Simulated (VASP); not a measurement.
# Al (Fm-3m) in VASP: a series of runs

Al is run at these levels: PBE; tasks: single point.

All numbers are computed with VASP 6.6.1; they aren't measurements. Logs are shortened: lines on timing, memory, paths and dates and some standing lists are left out, and cuts for length are marked.

## (1) The cell of the first run

It takes space group Fm-3m (No. 225, cubic). Conventional cell: a = 4.050 Å, b = 4.050 Å, c = 4.050 Å, α = 90.00°, β = 90.00°, γ = 90.00°. Within 3.8 Å of Al (site symmetry m-3m) lie 12 Al at 2.86 Å.

## (2) Single point, PBE

File INCAR:

```
PREC = Accurate
ENCUT = 520
EDIFF = 1E-6
ISMEAR = 1
SIGMA = 0.1
LREAL = F
LASPH = T
NELM = 100
ALGO = Normal
ISIF = 2
LWAVE = F
LCHARG = T
GGA = PE
LELF = T
LVHAR = T
NBANDS = 8
```

File KPOINTS:

```
Automatic mesh
0
Gamma
  12 12 12
```

File POSCAR:

```
Al
1.0
    0.0000000000      2.0248100000      2.0248100000
    2.0248100000      0.0000000000      2.0248100000
    2.0248100000      2.0248100000      0.0000000000
Al
1
Direct
    0.0000000000      0.0000000000      0.0000000000
```

Potentials or basis: VASP PAW PBE potentials, release 64 (Al).

Launch:

```console
cat potpaw_PBE.64/Al/POTCAR > POTCAR
mpirun -np 1 vasp_std > vasp.out
```

OUTCAR:

```text
PREC = Accurate
   ENCUT = 520
   EDIFF = 1E-6
   ISMEAR = 1
   LREAL = F
   LASPH = T
   NELM = 100
   ISIF = 2
   GGA = PE

 ion  position               nearest neighbor table
   1  0.000  0.000  0.000-

  LATTYP: Found a face centered cubic cell.
 ALAT       =     4.0496200000

  Lattice vectors:

 A1 = (   0.0000000000,   2.0248100000,   2.0248100000)
 A2 = (   2.0248100000,   0.0000000000,   2.0248100000)
 A3 = (   2.0248100000,   2.0248100000,   0.0000000000)

Analysis of symmetry for initial positions (statically):
=====================================================================
 Subroutine PRICEL returns:
 Original cell was already a primitive cell.

 Routine SETGRP: Setting up the symmetry group for a
 face centered cubic supercell.

 Subroutine GETGRP returns: Found 48 space group operations
 (whereof 48 operations were pure point group operations)
 out of a pool of 48 trial point group operations.

The static configuration has the point symmetry O_h .

Analysis of symmetry for dynamics (positions and initial velocities):
=====================================================================
 Subroutine PRICEL returns:
 Original cell was already a primitive cell.

 Routine SETGRP: Setting up the symmetry group for a
 face centered cubic supercell.

 Subroutine GETGRP returns: Found 48 space group operations
 (whereof 48 operations were pure point group operations)
 out of a pool of 48 trial point group operations.

The dynamic configuration has the point symmetry O_h .

 Subroutine INISYM returns: Found 48 space group operations
 (whereof 48 operations are pure point group operations),
 and found     1 'primitive' translations

----------------------------------------------------------------------------------------

                                     Primitive cell

  volume of cell :      16.6029

  direct lattice vectors                    reciprocal lattice vectors
     0.000000000  2.024810000  2.024810000    -0.246936750  0.246936750  0.246936750
     2.024810000  0.000000000  2.024810000     0.246936750 -0.246936750  0.246936750
     2.024810000  2.024810000  0.000000000     0.246936750  0.246936750 -0.246936750

  length of vectors
     2.863513763  2.863513763  2.863513763     0.427706997  0.427706997  0.427706997

  position of ions in fractional coordinates (direct lattice)
     0.000000000  0.000000000  0.000000000

  ion indices of the primitive-cell ions
   primitive index   ion index
                 1           1

----------------------------------------------------------------------------------------

 KPOINTS: Automatic mesh

Automatic generation of k-mesh.
 Grid dimensions read from file:
 generate k-points for:   12   12   12

 Generating k-lattice:

  Cartesian coordinates                     Fractional coordinates (reciprocal lattice)
    -0.020578062  0.020578062  0.020578062     0.083333333  0.000000000  0.000000000
     0.020578062 -0.020578062  0.020578062     0.000000000  0.083333333  0.000000000
     0.020578062  0.020578062 -0.020578062     0.000000000  0.000000000  0.083333333

  Length of vectors
     0.035642250  0.035642250  0.035642250

  Shift w.r.t. Gamma in fractional coordinates (k-lattice)
     0.000000000  0.000000000  0.000000000

 Subroutine IBZKPT returns following result:
 ===========================================

 Found     72 irreducible k-points:

 Following reciprocal coordinates:
            Coordinates               Weight
  0.000000  0.000000  0.000000      1.000000
  0.083333  0.000000  0.000000      8.000000
  0.166667  0.000000  0.000000      8.000000
  0.250000  0.000000  0.000000      8.000000
  0.333333  0.000000  0.000000      8.000000
  0.416667  0.000000  0.000000      8.000000
[... 16 lines left out ...]
  0.500000  0.166667  0.000000     24.000000
 -0.416667  0.166667  0.000000     24.000000
 [... further k-points ...]
   k-points           NKPTS =     72   k-points in BZ     NKDIM =     72   number of bands    NBANDS=      8
   number of dos      NEDOS =    301   number of ions     NIONS =      1
   total plane-waves  NPLWV =  13824
   dimension x,y,z NGX =    24 NGY =   24 NGZ =   24
   dimension x,y,z NGXF=    48 NGYF=   48 NGZF=   48
   ions per type =               1
   NGX,Y,Z   is equivalent  to a cutoff of  13.93, 13.93, 13.93 a.u.
   NGXF,Y,Z  is equivalent  to a cutoff of  27.87, 27.87, 27.87 a.u.
 SYSTEM =  unknown system
   PREC   = accura    normal or accurate (medium, high low for compatibility)
   ISTART =      0    job   : 0-new  1-cont  2-samecut
   ICHARG =      2    charge: 1-file 2-atom 10-const
   ISPIN  =      1    spin polarized calculation?
   LNONCOLLINEAR =      F non collinear calculations
   LSORBIT =      F    spin-orbit coupling
   LASPH  =      T    aspherical Exc in radial PAW
   ENCUT  =  520.0 eV  38.22 Ry    6.18 a.u.   5.32  5.32  5.32*2*pi/ulx,y,z
   NELM   =    100;   NELMIN=  2; NELMDL= -5     # of ELM steps
   EDIFF  = 0.1E-05   stopping-criterion for ELM
   LREAL  =      F    real-space projection
   EDIFFG = 0.1E-04   stopping-criterion for IOM
   NSW    =      0    number of steps for IOM
   IBRION =     -1    ionic relax: 0-MD 1-quasi-New 2-CG
   NFREE  =      0    steps in history (QN), initial steepest desc. (CG)
   ISIF   =      2    stress and relaxation
   ISYM   =      2    0-nonsym 1-usesym 2-fastsym
   POTIM  = 0.5000    time-step for ionic-motion
   TEBEG  =    0.0;   TEEND  =   0.0 temperature during run
   PSTRESS=    0.0 pullay stress
   NELECT =       3.0000    total number of electrons
   NUPDOWN=      -1.0000    fix difference up-down
   EMIN   =  10.00;   EMAX   =-10.00  energy-range for DOS
   EFERMI =   0.00;   METHOD = LEGACY
   ISMEAR =     1;   SIGMA  =   0.10  broadening in eV -4-tet -1-fermi 0-gaus
   EFERMI_NEDOS =   21; number of points for ismear=-14 and -15
   IALGO  =     38    algorithm
   IMIX   =      4    mixing-type and parameters
     AMIX     =   0.40;   BMIX     =  1.00
     AMIX_MAG =   1.60;   BMIX_MAG =  1.00
  volume/ion in A,a.u.               =      16.60       112.04
  Fermi-wavevector in a.u.,A,eV,Ry     =   0.925524  1.748987 11.654676  0.856594
  Thomas-Fermi vector in A             =   2.051388
   LORBIT       =      0    0 simple, 1 ext, 2 COOP (PROOUT), +10 PAW based schemes
   GGA     = PE    functional components
   LHFCALC =     F    Hartree Fock is set to
   AEXX    =    0.0000 exact exchange contribution
   IVDW    =     0    specifies the selected vdW correction
   LEPSILON=     F    determine dielectric tensor
   LRPA    =     F    only Hartree local field effects (RPA)
 non-spin polarized calculation
 Methfessel and Paxton  Order N= 1 SIGMA  =   0.10
  energy-cutoff  :      520.00
  volume of cell :       16.60
 maximum number of plane-waves:       459
 NGX is ok and might be reduce to    24
   NGX = 11   NGY = 11   NGZ = 11

 number of electron       3.0000000 magnetization

 Free energy of the ion-electron system (eV)
  ---------------------------------------------------
  ext. energy  EPLUGINS =         0.00000000
  ---------------------------------------------------
  free energy    TOTEN  =        -3.75356963 eV

  energy without entropy =       -3.75434274  energy(sigma->0) =       -3.75382733

 E-fermi :   7.7996     XC(G=0): -10.1734

 val. band max:        7.6994442902   @ k =   0.5000   0.2500   0.0833
 cond. band min:       7.8804703935   @ k =  -0.4167   0.4167   0.0833
 fundamental gap:      0.1810261032
 Fermi energy:         7.7996268080

 k-point     1 :       0.0000    0.0000    0.0000
  band No.  band energies     occupation
      1      -3.1554      2.00000
      2      20.5211      0.00000
      3      20.5211      0.00000
      4      20.5211      0.00000
      5      21.9669      0.00000
      6      21.9669      0.00000
      7      21.9669      0.00000
      8      24.3573      0.00000

 k-point     2 :       0.0833    0.0000    0.0000
  band No.  band energies     occupation
      1      -2.9674      2.00000
      2      17.9049      0.00000
      3      19.9440      0.00000
      4      19.9440      0.00000
      5      22.6426      0.00000
      6      22.8305      0.00000
      7      22.8305      0.00000
      8      26.1676      0.00000

 k-point     3 :       0.1667    0.0000    0.0000
  band No.  band energies     occupation
      1      -2.4050      2.00000
      2      14.5543      0.00000
      3      19.2414      0.00000
      4      19.2414      0.00000
      5      22.4622      0.00000
      6      23.8914      0.00000
      7      23.8914      0.00000
      8      25.1530      0.00000

 k-point     4 :       0.2500    0.0000    0.0000
  band No.  band energies     occupation
      1      -1.4726      2.00000
      2      11.3630      0.00000
      3      18.7993      0.00000
      4      18.7993      0.00000
      5      22.2333      0.00000
      6      22.6346      0.00000
      7      22.6346      0.00000
      8      26.6246      0.00000

 k-point     5 :       0.3333    0.0000    0.0000
  band No.  band energies     occupation
      1      -0.1773      2.00000
      2       8.4298     -0.00000
      3      18.6600      0.00000
      4      18.6600      0.00000
      5      21.2458      0.00000
      6      21.2458      0.00000
      7      22.2102      0.00000
      8      25.2011      0.00000
[... 177 lines left out ...]
 k-point    22 :       0.4167    0.1667    0.0000
  band No.  band energies     occupation
      1       0.9839      2.00000
      2       8.1241     -0.00004
      3      15.1981      0.00000
      4      15.8080      0.00000
      5      17.5272      0.00000
      6      24.6308      0.00000
      7      24.8260      0.00000
      8      27.6255      0.00000

 k-point    23 :       0.5000    0.1667    0.0000
  band No.  band energies     occupation
      1       2.7370      2.00000
      2       5.6107      2.00000
      3      14.1295      0.00000
      4      16.0816      0.00000
      5      17.8603      0.00000
      6      23.8530      0.00000
      7      26.1503      0.00000
      8      28.1452      0.00000

 k-point    24 :      -0.4167    0.1667    0.0000
  band No.  band energies     occupation
      1       3.3951      2.00000
      2       4.8403      2.00000
      3      13.3994      0.00000
      4      16.6763      0.00000
      5      18.5243      0.00000
      6      23.1693      0.00000
      7      25.8595      0.00000
      8      28.8406      0.00000

 [... further k-points ...]
[... 5 lines left out ...]
  --------------------------------------------------------------------------------------
  -------------------------------------------------------------------------------------
  Total       -0.0359508     -0.0359508     -0.0359508      0.0000000     -0.0000000      0.0000000
  in kB       -3.4692514     -3.4692514     -3.4692514      0.0000000     -0.0000000      0.0000000
  external PRESSURE =      -3.4692514 kB  Pullay stress =       0.0000000 kB

 VOLUME and BASIS-vectors are now :
 -----------------------------------------------------------------------------
  energy-cutoff  :      520.00
  volume of cell :       16.60
      direct lattice vectors                 reciprocal lattice vectors
     0.000000000  2.024810000  2.024810000    -0.246936750  0.246936750  0.246936750
     2.024810000  0.000000000  2.024810000     0.246936750 -0.246936750  0.246936750
     2.024810000  2.024810000  0.000000000     0.246936750  0.246936750 -0.246936750

 POSITION                                       TOTAL-FORCE (eV/Angst)
 -----------------------------------------------------------------------------------
      0.00000      0.00000      0.00000        -0.000000     -0.000000     -0.000000
 -----------------------------------------------------------------------------------
    total drift:                                0.000000     -0.000000     -0.000000

  FREE ENERGIE OF THE ION-ELECTRON SYSTEM (eV)
  ---------------------------------------------------
  free  energy   TOTEN  =        -3.7535696327 eV

  energy  without entropy=       -3.7543427396  energy(sigma->0) =       -3.75382733
```

Run time: 5.5 s. Hardware: 1 thread of Intel Xeon Platinum 8259CL at 2.50GHz (Skylake/Cascade Lake), shared host; peak memory 0.13 GiB.

What came out:

```
Free energy : -3.7536 eV
Pressure    : -0.3 GPa
```

## (3) Single point, PBE

This run uses another cell than the first one, of 17.02 Å³/atom, 1.025 times its volume.

File INCAR:

```
SYSTEM = Al
PREC = Accurate
ENCUT = 520
EDIFF = 1E-6
ISMEAR = 1
SIGMA = 0.1
LREAL = .FALSE.
LASPH = .TRUE.
NELM = 60
ALGO = Normal
ISIF = 2
LWAVE = .FALSE.
LCHARG = .FALSE.
GGA = PE
NBANDS = 8
```

File KPOINTS:

```
Automatic mesh
0
G
  12 12 12
  0 0 0
```

File POSCAR:

```
Al
1.0
    0.0000000000      2.0415447258      2.0415447258
    2.0415447258      0.0000000000      2.0415447258
    2.0415447258      2.0415447258      0.0000000000
Al
1
Direct
    0.0000000000      0.0000000000      0.0000000000
```

Potentials or basis: VASP PAW PBE potentials, release 64 (Al).

Launch:

```console
cat potpaw_PBE.64/Al/POTCAR > POTCAR
mpirun -np 1 vasp_std > vasp.out
```

Wall time 5.2 s (1 thread of Intel Xeon Platinum 8259CL at 2.50GHz (Skylake/Cascade Lake), shared host); peak memory 0.13 GiB.

The run converged. Its results:

```
Free energy : -3.7502 eV
Pressure    : -2.2 GPa
```

Levels at points of the mesh, in eV from the Fermi level:
```csv
k point,band 1,band 2,band 3,band 4,band 5
"(0.00, 0.00, 0.00)",-10.79,12.58,12.58,12.58,13.84
"(0.50, 0.00, 0.00)",-4.34,-4.21,11.22,11.22,11.45
"(0.50, 0.50, 0.00)",-2.72,-1.46,5.38,5.59,5.59
```
